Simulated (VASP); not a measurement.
# TiO2 (I4_1/amd) in VASP: notebook, part 2 of 2

VASP 6.6.1. The steps go on from the part before.

### 3 Electric field gradients, LDA (11.24 Å³/atom)

This run uses another cell than the first one, of 11.24 Å³/atom.

INCAR

```
SYSTEM = TiO2
ALGO = Normal
EDIFF = 1E-8
ENCUT = 520
GGA = CA
ISIF = 2
ISMEAR = -1
LASPH = .TRUE.
LCHARG = .FALSE.
LEFG = .TRUE.
LREAL = .FALSE.
LWAVE = .FALSE.
NBANDS = 33
NELM = 60
PREC = Accurate
SIGMA = 0.08
```

KPOINTS

```
k-points
0
G
  13 13 13
  0 0 0
```

POSCAR

```
TiO2
1.0
   -1.8861705213      1.8861705213      4.7410901822
    1.8861705213     -1.8861705213      4.7410901822
    1.8861705213      1.8861705213     -4.7410901822
Ti O
2 4
Direct
    0.0000000000      0.0000000000      0.0000000000
    0.7500000000      0.2500000000      0.5000000000
    0.2066000000      0.2066000000      0.0000000000
    0.9566000000      0.4566000000      0.5000000000
    0.5434000000      0.0434000000      0.5000000000
    0.7934000000      0.7934000000      0.0000000000
```

Potentials or basis: VASP PAW LDA potentials, release 64 (Ti_sv, O).

The run is started by

```sh
$ cat potpaw_LDA.64/Ti_sv/POTCAR potpaw_LDA.64/O/POTCAR > POTCAR
$ mpirun -np 1 vasp_std > vasp.out
```

OUTCAR:

```text
SYSTEM = TiO2
   EDIFF = 1E-8
   ENCUT = 520
   GGA = CA
   ISIF = 2
   ISMEAR = -1
   LASPH = .TRUE.
   LREAL = .FALSE.
   NELM = 60
   PREC = Accurate

 ion  position               nearest neighbor table
   1  0.000  0.000  0.000-   5 1.93   4 1.93   5 1.93   4 1.93   3 1.96   6 1.96
   2  0.750  0.250  0.500-   6 1.93   3 1.93   6 1.93   3 1.93   4 1.96   5 1.96
   3  0.207  0.207  0.000-   2 1.93   2 1.93   1 1.96
   4  0.957  0.457  0.500-   1 1.93   1 1.93   2 1.96
   5  0.543  0.043  0.500-   1 1.93   1 1.93   2 1.96
   6  0.793  0.793  0.000-   2 1.93   2 1.93   1 1.96

  LATTYP: Found a body centered tetragonal cell.
 ALAT       =     3.7723410426
 C/A-ratio  =     2.5136063408

  Lattice vectors:

 A1 = (  -1.8861705213,   1.8861705213,   4.7410901822)
 A2 = (   1.8861705213,  -1.8861705213,   4.7410901822)
 A3 = (   1.8861705213,   1.8861705213,  -4.7410901822)

Analysis of symmetry for initial positions (statically):
[... 1080 lines left out ...]
      0.00000      1.88617      0.41153         0.000000      0.000000     -0.207691
      0.00000      0.00000      7.52316        -0.000000     -0.000000     -0.207691
 -----------------------------------------------------------------------------------
    total drift:                                0.000000      0.000000     -0.000000

  FREE ENERGIE OF THE ION-ELECTRON SYSTEM (eV)
  ---------------------------------------------------
  free  energy   TOTEN  =       -58.8213273410 eV

  energy  without entropy=      -58.8213271488  energy(sigma->0) =      -58.82132724

 Electric field gradients (V/A^2)
---------------------------------------------------------------------
 ion       V_xx      V_yy      V_zz      V_xy      V_xz      V_yz
---------------------------------------------------------------------
   1       0.344     0.344    -0.688     0.002     0.001     0.001
   2       0.344     0.344    -0.688     0.002     0.001     0.001
   3      -3.393    12.952    -9.559    -0.003    -0.003    -0.003
   4      12.952    -3.393    -9.559    -0.003    -0.003    -0.003
   5      -3.393    12.952    -9.559    -0.003    -0.003    -0.003
   6      12.952    -3.393    -9.559    -0.003    -0.003    -0.003
---------------------------------------------------------------------

 Electric field gradients after diagonalization (V/A^2)
 (convention: |V_zz| > |V_xx| > |V_yy|)
----------------------------------------------------------------------
 ion       V_xx      V_yy      V_zz     asymmetry (V_yy - V_xx)/ V_zz
----------------------------------------------------------------------
   1       0.346     0.342    -0.688       0.007
   2       0.346     0.342    -0.688       0.007
   3      -9.559    -3.393    12.952       0.476
   4      -9.559    -3.393    12.952       0.476
   5      -9.559    -3.393    12.952       0.476
   6      -9.559    -3.393    12.952       0.476
----------------------------------------------------------------------

           NMR quadrupolar parameters

 Cq : quadrupolar parameter    Cq=e*Q*V_zz/h
 eta: asymmetry parameters     (V_yy - V_xx)/ V_zz
 Q  : nuclear electric quadrupole moment in mb (millibarn)
----------------------------------------------------------------------
 ion       Cq(MHz)       eta       Q (mb)
----------------------------------------------------------------------
   1      -0.002       0.007       1.000
   2      -0.002       0.007       1.000
   3       0.031       0.476       1.000
   4       0.031       0.476       1.000
   5       0.031       0.476       1.000
   6       0.031       0.476       1.000
----------------------------------------------------------------------
```

OSZICAR:

```text
N       E                     dE             d eps       ncg     rms          rms(c)
DAV:   1     0.649147383603E+03    0.64915E+03   -0.24137E+04 12936   0.168E+03
DAV:   2     0.212951460400E+02   -0.62785E+03   -0.58356E+03 14141   0.505E+02
DAV:   3    -0.706668202124E+02   -0.91962E+02   -0.90301E+02 17518   0.187E+02
DAV:   4    -0.753463504190E+02   -0.46795E+01   -0.46699E+01 19404   0.404E+01
DAV:   5    -0.755185335215E+02   -0.17218E+00   -0.17216E+00 16593   0.613E+00    0.321E+01
DAV:   6    -0.592026666288E+02    0.16316E+02   -0.76899E+01 18079   0.884E+01    0.111E+01
DAV:   7    -0.591205408393E+02    0.82126E-01   -0.14936E+01 17216   0.327E+01    0.959E+00
DAV:   8    -0.588951627092E+02    0.22538E+00   -0.62646E-01 17014   0.736E+00    0.590E+00
DAV:   9    -0.588575693596E+02    0.37593E-01   -0.57944E-01 18682   0.810E+00    0.193E+00
DAV:  10    -0.588352232124E+02    0.22346E-01   -0.27803E-01 18133   0.563E+00    0.103E+00
DAV:  11    -0.588214499775E+02    0.13773E-01   -0.51353E-02 16409   0.150E+00    0.306E-01
DAV:  12    -0.588215397801E+02   -0.89803E-04   -0.51783E-03 15020   0.792E-01    0.138E-01
DAV:  13    -0.588213627724E+02    0.17701E-03   -0.52909E-04 17885   0.277E-01    0.539E-02
DAV:  14    -0.588213261203E+02    0.36652E-04   -0.20780E-04 18079   0.119E-01    0.131E-02
DAV:  15    -0.588213274704E+02   -0.13502E-05   -0.20370E-05 16832   0.340E-02    0.521E-03
DAV:  16    -0.588213273704E+02    0.10000E-06   -0.18354E-06 15333   0.889E-03    0.321E-03
DAV:  17    -0.588213273405E+02    0.29940E-07   -0.13229E-07 17966   0.391E-03    0.590E-04
DAV:  18    -0.588213273410E+02   -0.47112E-09   -0.10410E-08 11026   0.829E-04
   1 F= -.58821327E+02 E0= -.58821327E+02  d E =-.192142E-06
```

stdout:

```text
POSCAR found type information on POSCAR TiO
 POSCAR found :  2 types and       6 ions
 scaLAPACK will be used
 LDA part: xc-table for (Slater(with rela. corr.)+CA(PZ))
 , standard interpolation
 POSCAR, INCAR and KPOINTS ok, starting setup
 FFT: planning ... GRIDC
 FFT: planning ... GRID_SOFT
 FFT: planning ... GRID
 WAVECAR not read
 entering main loop
ion   1

ion   2

ion   3

ion   4

ion   5

ion   6
```

It took 20 min on 1 thread of Intel Xeon 8259CL, shared host; peak memory 0.45 GiB.

Results:

* Free energy: -58.8213 eV
* Pressure: -2.6 GPa
* Largest force: 0.208 eV/Å
* Band gap on the k mesh: 2.07 eV (least direct gap 2.37 eV)
* Largest electric field gradient by atom: Ti -0.7; O +13.0 V/Å²

Forces on the atoms (eV/Å):
```
Ti   0.000  0.000  0.000
Ti   0.000  0.000  0.000
O    0.000  0.000  0.208
O    0.000  0.000  0.208
O    0.000  0.000 -0.208
O    0.000  0.000 -0.208
```

Electric field gradients, principal values (V/Å²):
| atom | least | middle | greatest (by size) |
| --- | --- | --- | --- |
| 1 Ti | 0.342 | 0.346 | -0.688 |
| 2 Ti | 0.342 | 0.346 | -0.688 |
| 3 O | -3.393 | -9.559 | 12.952 |
| 4 O | -3.393 | -9.559 | 12.952 |
| 5 O | -3.393 | -9.559 | 12.952 |
| 6 O | -3.393 | -9.559 | 12.952 |

Caveat: without QUAD_EFG the Cq values of the log hold for a quadrupole moment of 1 mb, not for the nuclei. A k mesh can miss the band edges.

### 4 Electric field gradients, LDA (zz strain of -3 %)

INCAR

```
PREC = Accurate ; ENCUT = 520
EDIFF = 1E-8 ; ISMEAR = -1
SIGMA = 0.08 ; LREAL = F
LASPH = T ; NELM = 60
ALGO = Normal ; ISIF = 2
LWAVE = F ; LCHARG = F
GGA = CA ; LEFG = T
NBANDS = 33
```

KPOINTS

```
regular mesh
0
Gamma
  13 13 13
```

POSCAR, as its differences from that of step 3:

```diff
@@ -2,5 +2,5 @@
 1.0
-   -1.8861705213      1.8861705213      4.7410901822
-    1.8861705213     -1.8861705213      4.7410901822
-    1.8861705213      1.8861705213     -4.7410901822
+   -1.8925000000      1.8925000000      4.6142900000
+    1.8925000000     -1.8925000000      4.6142900000
+    1.8925000000      1.8925000000     -4.6142900000
 Ti O
```

Potentials or basis: VASP PAW LDA potentials, release 64 (Ti_sv, O).

The run is started by

```sh
$ cat potpaw_LDA.64/Ti_sv/POTCAR potpaw_LDA.64/O/POTCAR > POTCAR
$ mpirun -np 1 vasp_std > vasp.out
```

OUTCAR:

```text
PREC = Accurate
   ENCUT = 520
   EDIFF = 1E-8
   ISMEAR = -1
   LREAL = F
   LASPH = T
   NELM = 60
   ISIF = 2
   GGA = CA

 ion  position               nearest neighbor table
   1  0.000  0.000  0.000-   3 1.91   6 1.91   4 1.93   5 1.93   5 1.93   4 1.93
   2  0.750  0.250  0.500-   4 1.91   5 1.91   6 1.93   3 1.93   6 1.93   3 1.93
   3  0.207  0.207  0.000-   1 1.91   2 1.93   2 1.93
   4  0.957  0.457  0.500-   2 1.91   1 1.93   1 1.93
   5  0.543  0.043  0.500-   2 1.91   1 1.93   1 1.93
   6  0.793  0.793  0.000-   1 1.91   2 1.93   2 1.93

  LATTYP: Found a body centered tetragonal cell.
 ALAT       =     3.7850000000
 C/A-ratio  =     2.4381981506

  Lattice vectors:

 A1 = (  -1.8925000000,   1.8925000000,   4.6142900000)
 A2 = (   1.8925000000,  -1.8925000000,   4.6142900000)
 A3 = (   1.8925000000,   1.8925000000,  -4.6142900000)

Analysis of symmetry for initial positions (statically):
=====================================================================
[... 1080 lines left out ...]
      0.00000      0.00000      7.32196        -0.000000      0.000000     -0.862094
 -----------------------------------------------------------------------------------
    total drift:                                0.000000      0.000000     -0.000000

  FREE ENERGIE OF THE ION-ELECTRON SYSTEM (eV)
  ---------------------------------------------------
  free  energy   TOTEN  =       -58.7435787316 eV

  energy  without entropy=      -58.7435785658  energy(sigma->0) =      -58.74357865

 Electric field gradients (V/A^2)
---------------------------------------------------------------------
 ion       V_xx      V_yy      V_zz      V_xy      V_xz      V_yz
---------------------------------------------------------------------
   1      16.394    16.394   -32.787     0.002     0.001     0.001
   2      16.394    16.394   -32.787     0.002     0.001     0.001
   3       2.570    13.885   -16.455    -0.002    -0.002    -0.002
   4      13.885     2.570   -16.455    -0.002    -0.002    -0.002
   5       2.570    13.885   -16.455    -0.002    -0.002    -0.002
   6      13.885     2.570   -16.455    -0.002    -0.002    -0.002
---------------------------------------------------------------------

 Electric field gradients after diagonalization (V/A^2)
 (convention: |V_zz| > |V_xx| > |V_yy|)
----------------------------------------------------------------------
 ion       V_xx      V_yy      V_zz     asymmetry (V_yy - V_xx)/ V_zz
----------------------------------------------------------------------
   1      16.395    16.392   -32.787       0.000
   2      16.395    16.392   -32.787       0.000
   3      13.885     2.570   -16.455       0.688
   4      13.885     2.570   -16.455       0.688
   5      13.885     2.570   -16.455       0.688
   6      13.885     2.570   -16.455       0.688
----------------------------------------------------------------------

           NMR quadrupolar parameters

 Cq : quadrupolar parameter    Cq=e*Q*V_zz/h
 eta: asymmetry parameters     (V_yy - V_xx)/ V_zz
 Q  : nuclear electric quadrupole moment in mb (millibarn)
----------------------------------------------------------------------
 ion       Cq(MHz)       eta       Q (mb)
----------------------------------------------------------------------
   1      -0.079       0.000       1.000
   2      -0.079       0.000       1.000
   3      -0.040       0.688       1.000
   4      -0.040       0.688       1.000
   5      -0.040       0.688       1.000
   6      -0.040       0.688       1.000
----------------------------------------------------------------------
```

OSZICAR:

```text
N       E                     dE             d eps       ncg     rms          rms(c)
DAV:   1     0.651474308220E+03    0.65147E+03   -0.24259E+04 12936   0.169E+03
DAV:   2     0.220940187574E+02   -0.62938E+03   -0.58425E+03 14138   0.507E+02
DAV:   3    -0.703269790508E+02   -0.92421E+02   -0.90608E+02 17730   0.188E+02
DAV:   4    -0.750450346171E+02   -0.47181E+01   -0.47085E+01 19270   0.405E+01
DAV:   5    -0.752151792384E+02   -0.17014E+00   -0.17012E+00 16608   0.620E+00    0.331E+01
DAV:   6    -0.590137778936E+02    0.16201E+02   -0.74785E+01 17905   0.893E+01    0.109E+01
DAV:   7    -0.590018800515E+02    0.11898E-01   -0.14312E+01 17158   0.321E+01    0.999E+00
DAV:   8    -0.587879297202E+02    0.21395E+00   -0.64424E-01 17420   0.772E+00    0.576E+00
DAV:   9    -0.587677568811E+02    0.20173E-01   -0.48494E-01 18718   0.702E+00    0.168E+00
DAV:  10    -0.587518579523E+02    0.15899E-01   -0.17342E-01 18022   0.474E+00    0.855E-01
DAV:  11    -0.587436229668E+02    0.82350E-02   -0.31088E-02 16819   0.114E+00    0.214E-01
DAV:  12    -0.587437349845E+02   -0.11202E-03   -0.24244E-03 15099   0.551E-01    0.126E-01
DAV:  13    -0.587436253816E+02    0.10960E-03   -0.63195E-04 17530   0.340E-01    0.531E-02
DAV:  14    -0.587435780487E+02    0.47333E-04   -0.17841E-04 16238   0.930E-02    0.787E-03
DAV:  15    -0.587435786468E+02   -0.59805E-06   -0.10012E-05 16096   0.258E-02    0.784E-03
DAV:  16    -0.587435787481E+02   -0.10129E-06   -0.39555E-07 16532   0.406E-03    0.343E-03
DAV:  17    -0.587435787326E+02    0.15454E-07   -0.79668E-08 14476   0.201E-03    0.135E-03
DAV:  18    -0.587435787316E+02    0.97589E-09   -0.10158E-08  9789   0.113E-03
   1 F= -.58743579E+02 E0= -.58743579E+02  d E =-.165811E-06
```

stdout:

```text
POSCAR found type information on POSCAR TiO
 POSCAR found :  2 types and       6 ions
 scaLAPACK will be used
 LDA part: xc-table for (Slater(with rela. corr.)+CA(PZ))
 , standard interpolation
 POSCAR, INCAR and KPOINTS ok, starting setup
 FFT: planning ... GRIDC
 FFT: planning ... GRID_SOFT
 FFT: planning ... GRID
 WAVECAR not read
 entering main loop
ion   1

ion   2

ion   3

ion   4

ion   5

ion   6
```

It took 15 min on 1 thread of AMD EPYC 7R13 (Zen 3), shared host; peak memory 0.41 GiB.

Results:

```
Free energy                             : -58.7436 eV
Pressure                                : 3.1 GPa
Largest force                           : 0.862 eV/Å
Band gap on the k mesh                  : 2.08 eV (least direct gap 2.36 eV)
Largest electric field gradient by atom : Ti -32.8; O -16.5 V/Å²
```

Forces on the atoms (eV/Å):
```
Ti   0.000  0.000  0.000
Ti   0.000  0.000  0.000
O    0.000  0.000  0.862
O    0.000  0.000  0.862
O    0.000  0.000 -0.862
O    0.000  0.000 -0.862
```

Electric field gradients, principal values (V/Å²):
```
atom   least  middle  greatest (by size)
1 Ti  16.392  16.395             -32.787
2 Ti  16.392  16.395             -32.787
 3 O   2.570  13.885             -16.455
 4 O   2.570  13.885             -16.455
 5 O   2.570  13.885             -16.455
 6 O   2.570  13.885             -16.455
```

Caveat: the cell differs from its parent crystal (zz strain of -3 %); the stress differs along the axes, from -2 to 13 GPa; without QUAD_EFG the Cq values of the log hold for a quadrupole moment of 1 mb, not for the nuclei. A k mesh can miss the band edges.

### 5 Summary

| cell | gap on the mesh (eV) | pressure (GPa) | largest force (eV/Å) |
| --- | --- | --- | --- |
| a = 5.541 Å, angles 140.1, 140.1, 57.8°, 6 atoms | 2.02 | -9.0 | 0.21 |
| a = 5.440 Å, angles 139.4, 139.4, 58.7°, 6 atoms | 2.07 | -2.6 | 0.21 |
| a = 5.334 Å, angles 138.4, 138.4, 60.2°, 6 atoms | 2.08 | 3.1 | 0.86 |

Alike in all rows: task electric field gradients; level LDA; potentials or basis VASP PAW LDA potentials, release 64 (Ti_sv, O); no spin polarisation; k mesh 13 × 13 × 13; cutoff (eV) 520; smearing fermi-dirac 0.08 eV.

Caveats: the cell stands under tension (at least some runs); the stress differs along the axes, from -2 to 13 GPa (at least some runs).

Absolute energies hang on the potentials; compare differences alone.
